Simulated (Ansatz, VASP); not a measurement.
**HfO2: VASP beside Ansatz**

File INCAR:

```
SYSTEM = HfO2
PREC = Accurate
ENCUT = 520
EDIFF = 1E-7
ISMEAR = 0
SIGMA = 0.02
LREAL = .FALSE.
LASPH = .TRUE.
NELM = 80
ALGO = Normal
ISIF = 2
LWAVE = .FALSE.
LCHARG = .FALSE.
GGA = PE
NBANDS = 56
```

KPOINTS

```
regular mesh
0
G
  4 4 4
  0 0 0
```

Contents of POSCAR:

```
HfO2
1.0
    5.1609175149      0.0000000000     -0.0053570778
    0.0000000000      5.2121208417      0.0000000000
   -0.8931189391      0.0000000000      5.2768890544
Hf O
4 8
Direct
    0.2757348220      0.4570612890      0.7083732281
    0.7242651780      0.9570612890      0.7916267719
    0.7242651780      0.5429387110      0.2916267719
    0.2757348220      0.0429387110      0.2083732281
    0.4491836591      0.7427864425      0.9766480951
    0.5508163409      0.2427864425      0.5233519049
    0.5508163409      0.2572135575      0.0233519049
    0.4491836591      0.7572135575      0.4766480951
    0.0671197899      0.3286477954      0.3484185038
    0.9328802101      0.8286477954      0.1515814962
    0.9328802101      0.6713522046      0.6515814962
    0.0671197899      0.1713522046      0.8484185038
```

Input for Ansatz:

```yaml
crystal:
  lattice:
    - [5.1609175149, 0.0, -0.0053570778]
    - [0.0, 5.2121208417, 0.0]
    - [-0.8931189391, 0.0, 5.2768890544]
  atoms:
    - { symbol: Hf, position: [0.275734822, 0.457061289, 0.7083732281] }
    - { symbol: Hf, position: [0.724265178, 0.957061289, 0.7916267719] }
    - { symbol: Hf, position: [0.724265178, 0.542938711, 0.2916267719] }
    - { symbol: Hf, position: [0.275734822, 0.042938711, 0.2083732281] }
    - { symbol: O, position: [0.4491836591, 0.7427864425, 0.9766480951] }
    - { symbol: O, position: [0.5508163409, 0.2427864425, 0.5233519049] }
    - { symbol: O, position: [0.5508163409, 0.2572135575, 0.0233519049] }
    - { symbol: O, position: [0.4491836591, 0.7572135575, 0.4766480951] }
    - { symbol: O, position: [0.0671197899, 0.3286477954, 0.3484185038] }
    - { symbol: O, position: [0.9328802101, 0.8286477954, 0.1515814962] }
    - { symbol: O, position: [0.9328802101, 0.6713522046, 0.6515814962] }
    - { symbol: O, position: [0.0671197899, 0.1713522046, 0.8484185038] }
basis:
  ecutwfc: 420
  xc_grid: 2
kpoints:
  mp_grid: { grid: [4, 4, 4] }
  band_path: { path: [VBM, CBM], npoints: 2 }
hamiltonian:
  xc: pbe
scf:
  occupations: { method: gaussian, width: 0.02 }
output:
  forces: true
  stress: true
  eigenvalues: true
```

Alike in both runs: task single point; functional PBE; k mesh 4 × 4 × 4; occupations gaussian, width 0.02 eV; no spin polarisation.

```csv
,VASP,Ansatz
version,VASP 6.6.1,Ansatz 0.2.0
potentials or method,"VASP PAW PBE potentials, release 64 (Hf_pv, O), cutoff 520 eV","scalar-relativistic, plane waves, PAW"
valence electrons in the cell,88,152
```

VASP gave:

| Quantity | Value |
| --- | --- |
| gap on the k mesh at the Fermi level (eV) | 4.00 |
| least direct gap on the mesh (eV) | 4.08 |
| pressure (GPa) | -3.0 |
| traceless stress, the component that is largest in VASP (GPa) | -0.18 |
| rms of the force components (eV/Å) | 0.033 |

Q: What did Ansatz give for the same quantities?

A: gap on the k mesh at the Fermi level (eV): 4.04; least direct gap on the mesh (eV): 4.13; pressure (GPa): 0.0; traceless stress, the component that is largest in VASP (GPa): 0.01; rms of the force components (eV/Å): 0.001.

Atom by atom the forces differ by 0.034 eV/Å (rms over components). VASP's potentials hold 88 valence electrons a cell and Ansatz's 152, so a difference there can come from the potentials and not from the codes.

Spin-orbit coupling is off throughout.
